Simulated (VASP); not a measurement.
# Sb (P6_3/mmc) in VASP: notebook, part 2 of 2

VASP 6.6.1.

## (3) Single point, BLYP (volume scaled by 0.88)

INCAR reads:

```
PREC = Accurate
ENCUT = 520
EDIFF = 1E-6
ISMEAR = -1
SIGMA = 0.1
LREAL = F
LASPH = T
NELM = 60
ALGO = Normal
ISIF = 2
LWAVE = F
LCHARG = T
GGA = B5
ALDAX = 1.0
AGGAX = 1.0
AGGAC = 1.0
ALDAC = 0.0
LELF = T
LVHAR = T
NBANDS = 12
```

KPOINTS reads:

```
Automatic mesh
0
Gamma
  12 12 6
```

POSCAR reads:

```
Sb
1.0
    3.3238348000      0.0000000000      0.0000000000
   -1.6619174000      2.8785253748      0.0000000000
    0.0000000000      0.0000000000      5.5687654594
Sb
2
Direct
    0.3333333333      0.6666666667      0.2500000000
    0.6666666667      0.3333333333      0.7500000000
```

Potentials or basis: VASP PAW PBE potentials, release 64 (Sb).

Launch:

```sh
$ cat potpaw_PBE.64/Sb/POTCAR > POTCAR
$ mpirun -np 1 vasp_std > vasp.out
```

OUTCAR:

```text
PREC = Accurate
   ENCUT = 520
   EDIFF = 1E-6
   ISMEAR = -1
   LREAL = F
   LASPH = T
   NELM = 60
   ISIF = 2
   GGA = B5

 ion  position               nearest neighbor table
   1  0.333  0.667  0.250-   2 3.38   2 3.38   2 3.38   2 3.38   2 3.38   2 3.38
   2  0.667  0.333  0.750-   1 3.38   1 3.38   1 3.38   1 3.38   1 3.38   1 3.38

  LATTYP: Found a hexagonal cell.
 ALAT       =     3.3238348000
 C/A-ratio  =     1.6754038015

  Lattice vectors:

 A1 = (   3.3238348000,   0.0000000000,   0.0000000000)
 A2 = (  -1.6619174000,   2.8785253748,   0.0000000000)
 A3 = (   0.0000000000,   0.0000000000,   5.5687654594)

Analysis of symmetry for initial positions (statically):
=====================================================================
 Subroutine PRICEL returns:
 Original cell was already a primitive cell.

 Routine SETGRP: Setting up the symmetry group for a
 hexagonal supercell.

 Subroutine GETGRP returns: Found 24 space group operations
 (whereof 12 operations were pure point group operations)
 out of a pool of 24 trial point group operations.

The static configuration has the point symmetry D_3d.
 The point group associated with its full space group is D_6h.

Analysis of symmetry for dynamics (positions and initial velocities):
=====================================================================
 Subroutine PRICEL returns:
 Original cell was already a primitive cell.

 Routine SETGRP: Setting up the symmetry group for a
 hexagonal supercell.

 Subroutine GETGRP returns: Found 24 space group operations
 (whereof 12 operations were pure point group operations)
 out of a pool of 24 trial point group operations.

The dynamic configuration has the point symmetry D_3d.
 The point group associated with its full space group is D_6h.

 Subroutine INISYM returns: Found 24 space group operations
 (whereof 12 operations are pure point group operations),
 and found     1 'primitive' translations

----------------------------------------------------------------------------------------

                                     Primitive cell

  volume of cell :      53.2805

  direct lattice vectors                    reciprocal lattice vectors
     3.323834800  0.000000000  0.000000000     0.300857311  0.173700049  0.000000000
    -1.661917400  2.878525375  0.000000000     0.000000000  0.347400099  0.000000000
     0.000000000  0.000000000  5.568765459     0.000000000  0.000000000  0.179573014

  length of vectors
     3.323834800  3.323834800  5.568765459     0.347400099  0.347400099  0.179573014

  position of ions in fractional coordinates (direct lattice)
     0.333333333  0.666666667  0.250000000
     0.666666667  0.333333333  0.750000000

  ion indices of the primitive-cell ions
   primitive index   ion index
                 1           1
                 2           2

----------------------------------------------------------------------------------------

 KPOINTS: Automatic mesh

Automatic generation of k-mesh.
 Grid dimensions read from file:
 generate k-points for:   12   12    6

 Generating k-lattice:

  Cartesian coordinates                     Fractional coordinates (reciprocal lattice)
     0.025071443  0.014475004  0.000000000     0.083333333  0.000000000  0.000000000
     0.000000000  0.028950008  0.000000000     0.000000000  0.083333333  0.000000000
     0.000000000  0.000000000  0.029928836     0.000000000  0.000000000  0.166666667

  Length of vectors
     0.028950008  0.028950008  0.029928836

  Shift w.r.t. Gamma in fractional coordinates (k-lattice)
     0.000000000  0.000000000  0.000000000

 Subroutine IBZKPT returns following result:
 ===========================================

 Found     76 irreducible k-points:

 Following reciprocal coordinates:
            Coordinates               Weight
  0.000000  0.000000  0.000000      1.000000
  0.083333  0.000000  0.000000      6.000000
  0.166667  0.000000  0.000000      6.000000
  0.250000  0.000000  0.000000      6.000000
  0.333333  0.000000  0.000000      6.000000
  0.416667  0.000000  0.000000      6.000000
[... 16 lines left out ...]
  0.250000  0.000000  0.166667     12.000000
  0.333333  0.000000  0.166667     12.000000
 [... further k-points ...]
   k-points           NKPTS =     76   k-points in BZ     NKDIM =     76   number of bands    NBANDS=     12
   number of dos      NEDOS =    301   number of ions     NIONS =      2
   total plane-waves  NPLWV =  32928
   dimension x,y,z NGX =    28 NGY =   28 NGZ =   42
   dimension x,y,z NGXF=    56 NGYF=   56 NGZF=   84
   ions per type =               2
   NGX,Y,Z   is equivalent  to a cutoff of  14.00, 14.00, 12.54 a.u.
   NGXF,Y,Z  is equivalent  to a cutoff of  28.01, 28.01, 25.08 a.u.
 SYSTEM =  unknown system
   PREC   = accura    normal or accurate (medium, high low for compatibility)
   ISTART =      0    job   : 0-new  1-cont  2-samecut
   ICHARG =      2    charge: 1-file 2-atom 10-const
   ISPIN  =      1    spin polarized calculation?
   LNONCOLLINEAR =      F non collinear calculations
   LSORBIT =      F    spin-orbit coupling
   LASPH  =      T    aspherical Exc in radial PAW
   ENCUT  =  520.0 eV  38.22 Ry    6.18 a.u.   6.18  6.18 10.35*2*pi/ulx,y,z
   NELM   =     60;   NELMIN=  2; NELMDL= -5     # of ELM steps
   EDIFF  = 0.1E-05   stopping-criterion for ELM
   LREAL  =      F    real-space projection
   EDIFFG = 0.1E-04   stopping-criterion for IOM
   NSW    =      0    number of steps for IOM
   IBRION =     -1    ionic relax: 0-MD 1-quasi-New 2-CG
   NFREE  =      0    steps in history (QN), initial steepest desc. (CG)
   ISIF   =      2    stress and relaxation
   ISYM   =      2    0-nonsym 1-usesym 2-fastsym
   POTIM  = 0.5000    time-step for ionic-motion
   TEBEG  =    0.0;   TEEND  =   0.0 temperature during run
   PSTRESS=    0.0 pullay stress
   NELECT =      10.0000    total number of electrons
   NUPDOWN=      -1.0000    fix difference up-down
   EMIN   =  10.00;   EMAX   =-10.00  energy-range for DOS
   EFERMI =   0.00;   METHOD = LEGACY
   ISMEAR =    -1;   SIGMA  =   0.10  broadening in eV -4-tet -1-fermi 0-gaus
   EFERMI_NEDOS =   21; number of points for ismear=-14 and -15
   IALGO  =     38    algorithm
   IMIX   =      4    mixing-type and parameters
     AMIX     =   0.40;   BMIX     =  1.00
     AMIX_MAG =   1.60;   BMIX_MAG =  1.00
  volume/ion in A,a.u.               =      26.64       179.78
  Fermi-wavevector in a.u.,A,eV,Ry     =   0.937315  1.771268 11.953515  0.878559
  Thomas-Fermi vector in A             =   2.064413
   LORBIT       =      0    0 simple, 1 ext, 2 COOP (PROOUT), +10 PAW based schemes
   GGA     = B5    functional components
   LHFCALC =     F    Hartree Fock is set to
   AEXX    =    0.0000 exact exchange contribution
   IVDW    =     0    specifies the selected vdW correction
   LEPSILON=     F    determine dielectric tensor
   LRPA    =     F    only Hartree local field effects (RPA)
 non-spin polarized calculation
  energy-cutoff  :      520.00
  volume of cell :       53.28
 maximum number of plane-waves:      1464
 NGX is ok and might be reduce to    28
   NGX = 13   NGY = 13   NGZ = 21

 number of electron      10.0000000 magnetization

 Free energy of the ion-electron system (eV)
  ---------------------------------------------------
  ext. energy  EPLUGINS =         0.00000000
  ---------------------------------------------------
  free energy    TOTEN  =        -5.83272759 eV

  energy without entropy =       -5.80138360  energy(sigma->0) =       -5.81705560

 E-fermi :   9.1655     XC(G=0):  -9.6032

 val. band max:        9.1543391853   @ k =   0.4167   0.1667   0.0000
 cond. band min:       9.2403597854   @ k =   0.3333   0.2500   0.0000
 fundamental gap:      0.0860206001
 Fermi energy:         9.1655411622

 k-point     1 :       0.0000    0.0000    0.0000
  band No.  band energies     occupation
      1      -3.8558      2.00000
      2      -0.3658      2.00000
      3       3.3393      2.00000
      4      12.9347      0.00000
      5      12.9347      0.00000
      6      14.0650      0.00000
      7      14.4633      0.00000
      8      14.4633      0.00000
      9      17.4764      0.00000
     10      18.3260      0.00000
     11      19.3711      0.00000
     12      19.3711      0.00000
[... 331 lines left out ...]
 k-point    24 :       0.3333    0.0000    0.1667
  band No.  band energies     occupation
      1      -1.7764      2.00000
      2       0.7762      2.00000
      3       5.2437      2.00000
      4       6.4815      2.00000
      5       7.9188      1.99999
      6      10.3504      0.00001
      7      11.6648      0.00000
      8      12.8402      0.00000
      9      14.7367      0.00000
     10      16.2796      0.00000
     11      17.5784      0.00000
     12      19.4733      0.00000

 [... further k-points ...]
[... 5 lines left out ...]
  --------------------------------------------------------------------------------------
  -------------------------------------------------------------------------------------
  Total        2.7531199      2.7531199      2.4087511      0.0000000      0.0000000      0.0000000
  in kB       82.7879799     82.7879799     72.4326030      0.0000000      0.0000000      0.0000000
  external PRESSURE =      79.3361876 kB  Pullay stress =       0.0000000 kB

 VOLUME and BASIS-vectors are now :
 -----------------------------------------------------------------------------
  energy-cutoff  :      520.00
  volume of cell :       53.28
      direct lattice vectors                 reciprocal lattice vectors
     3.323834800  0.000000000  0.000000000     0.300857311  0.173700049  0.000000000
    -1.661917400  2.878525375  0.000000000     0.000000000  0.347400099  0.000000000
     0.000000000  0.000000000  5.568765459     0.000000000  0.000000000  0.179573014

 POSITION                                       TOTAL-FORCE (eV/Angst)
 -----------------------------------------------------------------------------------
     -0.00000      1.91902      1.39219        -0.000000      0.000000      0.000000
      1.66192      0.95951      4.17657         0.000000     -0.000000      0.000000
 -----------------------------------------------------------------------------------
    total drift:                               -0.000000      0.000000      0.000000

  FREE ENERGIE OF THE ION-ELECTRON SYSTEM (eV)
  ---------------------------------------------------
  free  energy   TOTEN  =        -5.8327275928 eV

  energy  without entropy=       -5.8013835977  energy(sigma->0) =       -5.81705560
```

Wall time 19 s (1 thread of Intel Xeon 6975P-C (Granite Rapids), shared host); peak memory 0.19 GiB.

What came out:

```
Free energy            : -5.8327 eV
Pressure               : 7.9 GPa
Band gap on the k mesh : zero (band 5 reaches 13.68 eV, above the bottom of band 6 at 5.95 eV)
```

Stress tensor (GPa, compression positive):
```
8.28 0.00 0.00
0.00 8.28 0.00
0.00 0.00 7.24
```

Caveat: the PAW data sets were made with another functional, which shifts forces and pressure a little; spin-orbit coupling is left out, which moves the levels of the heavy elements.

## (4) Single point, BLYP (volume scaled by 0.92)

INCAR reads:

```
SYSTEM = Sb
PREC = Accurate ; ENCUT = 520
EDIFF = 1E-6 ; ISMEAR = -1
SIGMA = 0.1 ; LREAL = .FALSE.
LASPH = .TRUE. ; NELM = 60
ALGO = Normal ; ISIF = 2
LWAVE = .FALSE. ; LCHARG = .FALSE.
GGA = B5 ; ALDAX = 1.0
AGGAX = 1.0 ; AGGAC = 1.0
ALDAC = 0.0 ; NBANDS = 12
```

KPOINTS reads:

```
regular mesh
0
G
  12 12 6
  0 0 0
```

POSCAR reads:

```
Sb
1.0
    3.3734515896      0.0000000000      0.0000000000
   -1.6867257948      2.9214947750      0.0000000000
    0.0000000000      0.0000000000      5.6518936173
Sb
2
Direct
    0.3333333333      0.6666666667      0.2500000000
    0.6666666667      0.3333333333      0.7500000000
```

Launch:

```sh
$ cat potpaw_PBE.64/Sb/POTCAR > POTCAR
$ mpirun -np 1 vasp_std > vasp.out
```

It took 19 s on 1 thread of Intel Xeon 6975P-C (Granite Rapids), shared host; peak memory 0.19 GiB.

The run converged. Its results:

```yaml
Free_energy: -5.9271 eV
Pressure: 4.7 GPa
Band_gap_on_the_k_mesh: zero (band 5 reaches 12.83 eV, above the bottom of band 6 at 5.54 eV)
```

Stress tensor (GPa, compression positive):
```
4.87 0.00 0.00
0.00 4.87 0.00
0.00 0.00 4.29
```

Levels at points of the mesh, in eV from the Fermi level:
```
           k point  band 2  band 3  band 4  band 5  band 6  band 7  band 8  band 9
(0.00, 0.00, 0.00)   -9.43   -5.55    3.54    3.54    4.59    4.97    4.97    8.09
(0.50, 0.00, 0.00)   -8.07   -4.37   -3.18   -2.12    0.02    0.50    3.31    4.88
(0.00, 0.00, 0.50)  -11.58   -1.10   -1.10    4.24    4.24    4.24    4.24    8.94
(0.50, 0.00, 0.50)   -8.53   -5.06   -5.06    1.44    1.44    1.59    1.59    6.09
```

Caveat: the PAW data sets were made with another functional, which shifts forces and pressure a little; spin-orbit coupling is left out, which moves the levels of the heavy elements.

## (5) Summary

```tsv
cell	k mesh	gap on the mesh (eV)	pressure (GPa)
a = 3.469, b = 3.469, c = 5.811 Å, angles 90.0, 90.0, 120.0°, 2 atoms	11 × 11 × 6	none	0.1
a = 3.324, b = 3.324, c = 5.569 Å, angles 90.0, 90.0, 120.0°, 2 atoms	12 × 12 × 6	none	7.9
a = 3.373, b = 3.373, c = 5.652 Å, angles 90.0, 90.0, 120.0°, 2 atoms	12 × 12 × 6	none	4.7
```

Alike in all rows: task single point; level BLYP; potentials or basis VASP PAW PBE potentials, release 64 (Sb); no spin polarisation; cutoff (eV) 520; smearing fermi-dirac 0.1 eV.

Caveats: the PAW data sets were made with another functional, which shifts forces and pressure a little; spin-orbit coupling is left out, which moves the levels of the heavy elements.

Absolute energies hang on the potentials; compare differences alone.
